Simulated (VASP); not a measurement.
Wanted: the native input for a VASP 6.6.1 run.

```yaml
Task: single point
Functional: PBE
Potentials_or_basis: VASP PAW PBE potentials, release 64 (Fe, Pb_d)
Cutoff: 520 eV
k_mesh: 12 × 12 × 12
Occupations: gaussian, width 0.1 eV
Spin: no spin polarisation
Dipole_correction: no
Further_INCAR_settings: ALGO = Normal; EDIFF = 1e-06; NBANDS = 27
```

The structure of Fe3Pb lies in POSCAR:

```
Fe3Pb
1.0
    0.0000000000      3.0723652442      3.0723652442
    3.0723652442      0.0000000000      3.0723652442
    3.0723652442      3.0723652442      0.0000000000
Fe Pb
3 1
Direct
    0.2500000000      0.2500000000      0.2500000000
    0.7500000000      0.7500000000      0.7500000000
    0.5000000000      0.5000000000      0.5000000000
    0.0000000000      0.0000000000      0.0000000000
```

These files were run (other wordings do the same):

INCAR

```
  PREC = Accurate
  ENCUT = 520
  EDIFF = 1E-6
  ISMEAR = 0
  SIGMA = 0.1
  LREAL = F
  LASPH = T
  NELM = 80
  ALGO = Normal
  ISIF = 2
  LWAVE = F
  LCHARG = T
  GGA = PE
  LELF = T
  LVHAR = T
  NBANDS = 27
```

KPOINTS

```
regular mesh
0
Gamma
  12 12 12
```

Potentials or basis: VASP PAW PBE potentials, release 64 (Fe, Pb_d).

The run is started by

```sh
$ cat potpaw_PBE.64/Fe/POTCAR potpaw_PBE.64/Pb_d/POTCAR > POTCAR
$ mpirun -np 1 vasp_std > vasp.out
```

It gave:

- Pressure: -10.6 GPa
- Band gap on the k mesh: zero (bands 19 and 20 overlap by 0.19 eV)

Caveat: the cell stands under tension; spin-orbit coupling is left out, which moves the levels of the heavy elements; the run has no spin polarisation, though such a crystal can be magnetic.

It took 61 s on 1 thread of Intel(R) Xeon(R) 6975P-C (Granite Rapids) (shared host), peak memory 0.24 GiB.
